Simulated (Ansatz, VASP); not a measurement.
## Two plane-wave programs on SiO2

```
Si O
1.0
     4.23597    0.00000    0.00000
     0.00000    4.23597    0.00000
     0.00000    0.00000    2.69056
Si O
2 4
Direct
  0.00000 0.00000 0.00000
  0.50000 0.50000 0.50000
  0.30697 0.30697 0.00000
  0.19303 0.80697 0.50000
  0.69303 0.69303 0.00000
  0.80697 0.19303 0.50000
```

Alike in both runs: task relaxation of cell and atoms; functional PBEsol; k mesh 6 × 6 × 8; occupations gaussian, width 0.02 eV; no spin polarisation.

|  | VASP | Ansatz |
| --- | --- | --- |
| version | VASP 6.6.1 | Ansatz 0.2.0 |
| potentials or method | VASP PAW PBE potentials, release 64 (Si, O), cutoff 600 eV | scalar-relativistic, plane waves, PAW |
| valence electrons in the cell | 32 | 32 |

```tsv
	VASP	Ansatz	Ansatz less VASP
gap on the k mesh at the Fermi level, each at its own relaxed structure (eV)	5.34	5.35	+0.014
relaxed volume (Å³/atom)	7.86	7.85	-0.002
relaxed length of the cell vector where the two differ most in proportion (Å)	2.683	2.678	-0.0041
```

VASP's potentials were made for PBE, not for PBEsol.
